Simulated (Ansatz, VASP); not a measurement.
**Two plane-wave programs on BN**

File INCAR:

```
SYSTEM = BN
PREC     = Accurate       ! precision mode
ENCUT    = 1330           ! plane-wave cutoff, eV
EDIFF    = 1E-6           ! SCF threshold, eV
ISMEAR   = 0              ! smearing method
SIGMA    = 0.01           ! smearing width, eV
LREAL    = .FALSE.        ! projectors in reciprocal space
LASPH    = .TRUE.         ! aspherical terms in the spheres
NELM     = 120            ! most SCF steps
ALGO     = Normal         ! electronic algorithm
ISIF     = 2              ! what is computed and relaxed
LWAVE    = .FALSE.        ! write WAVECAR
LCHARG   = .FALSE.        ! write CHGCAR
GGA      = CA             ! functional
NBANDS   = 11             ! bands
GGA_COMPAT= .FALSE.
```

KPOINTS

```
regular mesh
0
G
  12 12 12
  0 0 0
```

Contents of POSCAR:

```
BN
1.0
    0.0000000000      1.8021308860      1.8021308860
    1.8021308860      0.0000000000      1.8021308860
    1.8021308860      1.8021308860      0.0000000000
B N
1 1
Direct
    0.0000000000      0.0000000000      0.0000000000
    0.7500000000      0.7500000000      0.7500000000
```

Input for Ansatz:

```yaml
crystal:
  lattice:
    - [0.0, 1.8021308893, 1.8021308893]
    - [1.8021308893, 0.0, 1.8021308893]
    - [1.8021308893, 1.8021308893, 0.0]
  atoms:
    - { symbol: B, position: [0.0, 0.0, 0.0] }
    - { symbol: "N", position: [0.75, 0.75, 0.75] }
basis:
  ecutwfc: 420
kpoints:
  mp_grid: { grid: [12, 12, 12] }
hamiltonian:
  xc: lda
scf:
  occupations: { method: fixed }
output:
  forces: true
  stress: true
  eigenvalues: true
```

Alike in both runs: task single point; functional LDA; k mesh 12 × 12 × 12; no spin polarisation.

|  | VASP | Ansatz |
| --- | --- | --- |
| version | VASP 6.6.1 | Ansatz 0.2.0 |
| potentials or method | VASP PAW LDA potentials, release 64 (B_h, N_h), cutoff 1330 eV | scalar-relativistic, plane waves, PAW |
| occupations | gaussian, width 0.01 eV | fixed |
| valence electrons in the cell | 8 | 8 |

|  | VASP | Ansatz | Ansatz less VASP |
| --- | --- | --- | --- |
| gap on the k mesh at the Fermi level (eV) | 4.36 | 4.37 | +0.013 |
| least direct gap on the mesh (eV) | 8.73 | 8.74 | +0.010 |
| pressure (GPa) | -7.0 | -7.7 | -0.66 |

LDA's correlation is that of Perdew and Zunger in VASP and of Perdew and Wang (1992) in Ansatz.
